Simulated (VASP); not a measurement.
Wanted: the native input for a VASP 6.6.1 run.

```yaml
Task: single point
Functional: LDA
Potentials_or_basis: VASP PAW LDA potentials, release 64 (Si, C)
Cutoff: 600 eV
k_mesh: 10 × 10 × 6
Occupations: gaussian, width 0.05 eV
Spin: no spin polarisation
Dipole_correction: no
Further_INCAR_settings: ALGO = Normal; EDIFF = 1e-06; NBANDS = 16
```

The structure of SiC lies in POSCAR:

```
SiC
1.0
    0.0000000000     -2.1644105396     -2.3159192774
    0.0000000000      2.1644105396     -2.3159192774
    4.3288210792      0.0000000000      0.0000000000
Si C
2 2
Direct
    0.5083163520      0.5083163520      0.5000000000
   -0.0083163520     -0.0083163520      0.0000000000
    0.0056300972      0.4943699028      0.2500000000
    0.4943699028      0.0056300972      0.7500000000
```

This cell differs from its parent crystal: atoms displaced along a vibrational mode, the cell strained.

The input as run:

INCAR

```
SYSTEM = SiC
PREC = Accurate ; ENCUT = 600
EDIFF = 1E-6 ; ISMEAR = 0
SIGMA = 0.05 ; LREAL = .False.
LASPH = .True. ; NELM = 120
ALGO = Normal ; ISIF = 2
LWAVE = .False. ; LCHARG = .False.
GGA = CA ; NBANDS = 16
GGA_COMPAT = .False.
```

KPOINTS

```
regular mesh
0
Gamma
  10 10 6
  0 0 0
```

Potentials or basis: VASP PAW LDA potentials, release 64 (Si, C).

Run with:

```console
$ cat potpaw_LDA.64/Si/POTCAR potpaw_LDA.64/C/POTCAR > POTCAR
$ mpirun -np 1 vasp_std > vasp.out
```

Results of the run:

```
Pressure               : -13.6 GPa
Largest force          : 0.485 eV/Å
Band gap on the k mesh : 0.98 eV
```

Caveat: the cell differs from its parent crystal (atoms displaced along a vibrational mode, the cell strained); the cell stands under tension.

Wall time 30 s on 1 thread of Intel(R) Xeon(R) 6975P-C (Granite Rapids) (shared host), peak memory 0.21 GiB.
